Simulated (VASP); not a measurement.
# Mo (Im-3m) in VASP: further runs, part 2 of 2

VASP 6.6.1.

## Step 3: Single point, PBEsol

INCAR

```
ALGO = Normal
EDIFF = 1E-6
ENCUT = 520
GGA = PS
ISIF = 2
ISMEAR = 0
LASPH = T
LCHARG = T
LELF = T
LREAL = F
LVHAR = T
LWAVE = F
NBANDS = 13
NELM = 60
PREC = Accurate
SIGMA = 0.15
```

KPOINTS

```
k-points
0
Gamma
  24 24 24
```

POSCAR

```
Mo
1.0
   -1.5710000000      1.5710000000      1.5710000000
    1.5710000000     -1.5710000000      1.5710000000
    1.5710000000      1.5710000000     -1.5710000000
Mo
1
Direct
    0.0000000000      0.0000000000      0.0000000000
```

Potentials or basis: VASP PAW PBE potentials, release 64 (Mo_sv).

Launch:

```
$ cat potpaw_PBE.64/Mo_sv/POTCAR > POTCAR
$ mpirun -np 1 vasp_std > vasp.out
```

OUTCAR:

```text
EDIFF = 1E-6
   ENCUT = 520
   GGA = PS
   ISIF = 2
   ISMEAR = 0
   LASPH = T
   LREAL = F
   NELM = 60
   PREC = Accurate

 ion  position               nearest neighbor table
   1  0.000  0.000  0.000-

  LATTYP: Found a body centered cubic cell.
 ALAT       =     3.1420000000

  Lattice vectors:

 A1 = (  -1.5710000000,   1.5710000000,   1.5710000000)
 A2 = (   1.5710000000,  -1.5710000000,   1.5710000000)
 A3 = (   1.5710000000,   1.5710000000,  -1.5710000000)

Analysis of symmetry for initial positions (statically):
=====================================================================
 Subroutine PRICEL returns:
 Original cell was already a primitive cell.

 Routine SETGRP: Setting up the symmetry group for a
 body centered cubic supercell.

 Subroutine GETGRP returns: Found 48 space group operations
 (whereof 48 operations were pure point group operations)
 out of a pool of 48 trial point group operations.

The static configuration has the point symmetry O_h .

Analysis of symmetry for dynamics (positions and initial velocities):
[... 161 lines left out ...]
 fundamental gap:      0.0167645086
 Fermi energy:        12.6268670639

 k-point     1 :       0.0000    0.0000    0.0000
  band No.  band energies     occupation
      1     -48.6040      2.00000
      2     -21.8726      2.00000
      3     -21.8726      2.00000
      4     -21.8726      2.00000
      5       5.2804      2.00000
      6      11.2089      2.00000
      7      11.2089      2.00000
      8      11.2089      2.00000
      9      14.2531      0.00000
     10      14.2531      0.00000
     11      27.4118      0.00000
     12      27.4118      0.00000
     13      27.4118      0.00000
[... 354 lines left out ...]
  band No.  band energies     occupation
      1     -48.3284      2.00000
      2     -23.3055      2.00000
      3     -22.3379      2.00000
      4     -21.8956      2.00000
      5       7.2527      2.00000
      6       9.1660      2.00000
      7      13.8027      0.00000
      8      14.2884      0.00000
      9      15.1441      0.00000
     10      17.5243      0.00000
     11      24.3403      0.00000
     12      24.6810      0.00000
     13      29.9336      0.00000

 [... further k-points ...]
[... 5 lines left out ...]
  --------------------------------------------------------------------------------------
  -------------------------------------------------------------------------------------
  Total       -0.2598492     -0.2598492     -0.2598492      0.0000000      0.0000000      0.0000000
  in kB      -26.8437673    -26.8437673    -26.8437673      0.0000000      0.0000000      0.0000000
  external PRESSURE =     -26.8437673 kB  Pullay stress =       0.0000000 kB

 VOLUME and BASIS-vectors are now :
 -----------------------------------------------------------------------------
  energy-cutoff  :      520.00
  volume of cell :       15.51
      direct lattice vectors                 reciprocal lattice vectors
    -1.571000000  1.571000000  1.571000000     0.000000000  0.318268619  0.318268619
     1.571000000 -1.571000000  1.571000000     0.318268619  0.000000000  0.318268619
     1.571000000  1.571000000 -1.571000000     0.318268619  0.318268619  0.000000000

 POSITION                                       TOTAL-FORCE (eV/Angst)
 -----------------------------------------------------------------------------------
      0.00000      0.00000      0.00000         0.000000     -0.000000      0.000000
 -----------------------------------------------------------------------------------
    total drift:                                0.000000      0.000000      0.000000

  FREE ENERGIE OF THE ION-ELECTRON SYSTEM (eV)
  ---------------------------------------------------
  free  energy   TOTEN  =       -11.7803787835 eV

  energy  without entropy=      -11.7729395778  energy(sigma->0) =      -11.77665918
```

OSZICAR:

```text
N       E                     dE             d eps       ncg     rms          rms(c)
DAV:   1     0.912870377892E+02    0.91287E+02   -0.80219E+03 10839   0.110E+03
DAV:   2    -0.113979868858E+02   -0.10269E+03   -0.98765E+02 12383   0.310E+02
DAV:   3    -0.125441341343E+02   -0.11461E+01   -0.11438E+01 12018   0.327E+01
DAV:   4    -0.125466591100E+02   -0.25250E-02   -0.25249E-02 12018   0.187E+00
DAV:   5    -0.125466752142E+02   -0.16104E-04   -0.16105E-04 12248   0.132E-01    0.162E+01
DAV:   6    -0.118817156378E+02    0.66496E+00   -0.79333E-01 11033   0.109E+01    0.432E+00
DAV:   7    -0.117861426731E+02    0.95573E-01   -0.15503E-01 11983   0.456E+00    0.985E-01
DAV:   8    -0.117804166071E+02    0.57261E-02   -0.42859E-03 11098   0.838E-01    0.194E-01
DAV:   9    -0.117803716533E+02    0.44954E-04   -0.12057E-04 12633   0.134E-01    0.790E-02
DAV:  10    -0.117803786900E+02   -0.70367E-05   -0.10587E-05 11188   0.385E-02    0.473E-03
DAV:  11    -0.117803787835E+02   -0.93474E-07   -0.14945E-07  6164   0.424E-03
   1 F= -.11780379E+02 E0= -.11776659E+02  d E =-.743921E-02
```

stdout:

```text
POSCAR found type information on POSCAR Mo
 POSCAR found :  1 types and       1 ions
 scaLAPACK will be used
 -----------------------------------------------------------------------------
|                                                                             |
|                                                                             |
|     You enforced a specific xc type in the INCAR file but a different       |
|     I HOPE YOU KNOW WHAT YOU ARE DOING!                                     |
|                                                                             |
 -----------------------------------------------------------------------------

 LDA part: xc-table for (Slater+PW92), standard interpolation
 POSCAR, INCAR and KPOINTS ok, starting setup
 FFT: planning ... GRIDC
 FFT: planning ... GRID_SOFT
 FFT: planning ... GRID
 WAVECAR not read
 entering main loop
```

Run time: 48 s. Hardware: 1 thread of Intel Xeon 8259CL, shared host; peak memory 0.19 GiB.

Results:

```yaml
Free_energy: -11.7804 eV
Pressure: -2.7 GPa
Band_gap_on_the_k_mesh: zero (band 7 reaches 16.65 eV, above the bottom of band 8 at 11.21 eV)
```

Caveat: the PAW data sets were made with another functional, which shifts forces and pressure a little.

## Step 4: Single point, PBEsol

This run uses another cell than the first one: it holds 8 atoms, not 1.

INCAR

```
SYSTEM = Mo
PREC = Accurate
ENCUT = 520
EDIFF = 1E-7
ISMEAR = 0
SIGMA = 0.15
LREAL = .FALSE.
LASPH = .TRUE.
NELM = 80
ALGO = Fast
ISIF = 2
LWAVE = .FALSE.
LCHARG = .TRUE.
GGA = PS
LELF = .TRUE.
LVHAR = .TRUE.
NBANDS = 66
```

KPOINTS

```
regular mesh
0
G
  12 12 12
  0 0 0
```

POSCAR

```
Mo
1.0
   -3.1420000000     -3.1420000000      3.1420000000
   -3.1420000000      3.1420000000     -3.1420000000
    3.1420000000     -3.1420000000     -3.1420000000
Mo
8
Direct
    0.5000000000      0.5000000000      0.5000000000
    0.0000000000      0.5000000000      0.5000000000
    0.5000000000      0.0000000000      0.5000000000
    0.0000000000      0.0000000000      0.5000000000
    0.5000000000      0.5000000000      0.0000000000
    0.0000000000      0.5000000000      0.0000000000
    0.5000000000      0.0000000000      0.0000000000
    0.0000000000      0.0000000000      0.0000000000
```

Potentials or basis: VASP PAW PBE potentials, release 64 (Mo_sv).

Launch:

```
$ cat potpaw_PBE.64/Mo_sv/POTCAR > POTCAR
$ mpirun -np 1 vasp_std > vasp.out
```

OUTCAR:

```text
SYSTEM = Mo
   PREC = Accurate
   ENCUT = 520
   EDIFF = 1E-7
   ISMEAR = 0
   LREAL = .FALSE.
   LASPH = .TRUE.
   NELM = 80
   ISIF = 2
   GGA = PS

 ion  position               nearest neighbor table
   1  0.500  0.500  0.500-   2 2.72   3 2.72   5 2.72   8 2.72   5 2.72   3 2.72   2 2.72   8 2.72
                             7 3.14   7 3.14   4 3.14   6 3.14   4 3.14   6 3.14
   2  0.000  0.500  0.500-   1 2.72   4 2.72   6 2.72   7 2.72   6 2.72   4 2.72   1 2.72   7 2.72
                             5 3.14   8 3.14   8 3.14   5 3.14   3 3.14   3 3.14
   3  0.500  0.000  0.500-   1 2.72   4 2.72   6 2.72   7 2.72   7 2.72   1 2.72   4 2.72   6 2.72
                             5 3.14   5 3.14   8 3.14   8 3.14   2 3.14   2 3.14
   4  0.000  0.000  0.500-   2 2.72   3 2.72   5 2.72   8 2.72   8 2.72   2 2.72   3 2.72   5 2.72
                             7 3.14   6 3.14   1 3.14   7 3.14   1 3.14   6 3.14
   5  0.500  0.500  0.000-   1 2.72   4 2.72   6 2.72   7 2.72   1 2.72   7 2.72   6 2.72   4 2.72
                             2 3.14   3 3.14   8 3.14   2 3.14   8 3.14   3 3.14
   6  0.000  0.500  0.000-   2 2.72   3 2.72   5 2.72   8 2.72   2 2.72   8 2.72   5 2.72   3 2.72
                             7 3.14   4 3.14   4 3.14   1 3.14   7 3.14   1 3.14
   7  0.500  0.000  0.000-   2 2.72   3 2.72   5 2.72   8 2.72   3 2.72   5 2.72   8 2.72   2 2.72
                             6 3.14   1 3.14   4 3.14   4 3.14   6 3.14   1 3.14
[... 215 lines left out ...]
      2     -48.3283      2.00000
      3     -48.3283      2.00000
      4     -48.3283      2.00000
      5     -48.3283      2.00000
      6     -48.3283      2.00000
[... 1645 lines left out ...]
     65      14.0833      0.00000
     66      14.1031      0.00000

 [... further k-points ...]
[... 5 lines left out ...]
  --------------------------------------------------------------------------------------
  -------------------------------------------------------------------------------------
  Total       -2.0854728     -2.0854728     -2.0854728      0.0000000     -0.0000000      0.0000000
  in kB      -26.9300146    -26.9300146    -26.9300146      0.0000000     -0.0000000      0.0000000
  external PRESSURE =     -26.9300146 kB  Pullay stress =       0.0000000 kB

 VOLUME and BASIS-vectors are now :
 -----------------------------------------------------------------------------
  energy-cutoff  :      520.00
  volume of cell :      124.07
      direct lattice vectors                 reciprocal lattice vectors
    -3.142000000 -3.142000000  3.142000000    -0.159134309 -0.159134309  0.000000000
    -3.142000000  3.142000000 -3.142000000    -0.159134309  0.000000000 -0.159134309
     3.142000000 -3.142000000 -3.142000000     0.000000000 -0.159134309 -0.159134309

 POSITION                                       TOTAL-FORCE (eV/Angst)
 -----------------------------------------------------------------------------------
     -1.57100     -1.57100     -1.57100        -0.000000     -0.000000      0.000000
      0.00000      0.00000     -3.14200        -0.000000      0.000000     -0.000000
      0.00000     -3.14200      0.00000         0.000000     -0.000000     -0.000000
      1.57100     -1.57100     -1.57100         0.000000      0.000000     -0.000000
     -3.14200      0.00000      0.00000        -0.000000     -0.000000      0.000000
     -1.57100      1.57100     -1.57100        -0.000000      0.000000      0.000000
     -1.57100     -1.57100      1.57100        -0.000000     -0.000000      0.000000
      0.00000      0.00000      0.00000         0.000000      0.000000      0.000000
 -----------------------------------------------------------------------------------
    total drift:                               -0.000000      0.000000     -0.000000

  FREE ENERGIE OF THE ION-ELECTRON SYSTEM (eV)
  ---------------------------------------------------
  free  energy   TOTEN  =       -94.2435664056 eV

  energy  without entropy=      -94.1840526410  energy(sigma->0) =      -94.21380952
```

It took 17 min on 1 thread of Oxide Virtual Turin-like, shared host; peak memory 0.47 GiB.

What came out:

```
Free energy            : -94.2436 eV
Pressure               : -2.7 GPa
Band gap on the k mesh : zero (band 56 reaches 14.23 eV, above the bottom of band 57 at 11.96 eV)
```

Caveat: the PAW data sets were made with another functional, which shifts forces and pressure a little.

## Step 5: Overview

| cell | k mesh | gap on the mesh (eV) | pressure (GPa) |
| --- | --- | --- | --- |
| a = 2.721 Å, angles 109.5°, 1 atom | 22 × 22 × 22 | none | -2.7 |
| a = 2.721 Å, angles 109.5°, 1 atom | 24 × 24 × 24 | none | -2.7 |
| a = 5.442 Å, angles 109.5°, 8 atoms | 12 × 12 × 12 | none | -2.7 |

Alike in all rows: task single point; level PBEsol; potentials or basis VASP PAW PBE potentials, release 64 (Mo_sv); no spin polarisation; cutoff (eV) 520; smearing gaussian 0.15 eV.

Caveats: the PAW data sets were made with another functional, which shifts forces and pressure a little.

Total energies depend on the potentials used, so only differences within one code and one set of settings carry meaning.
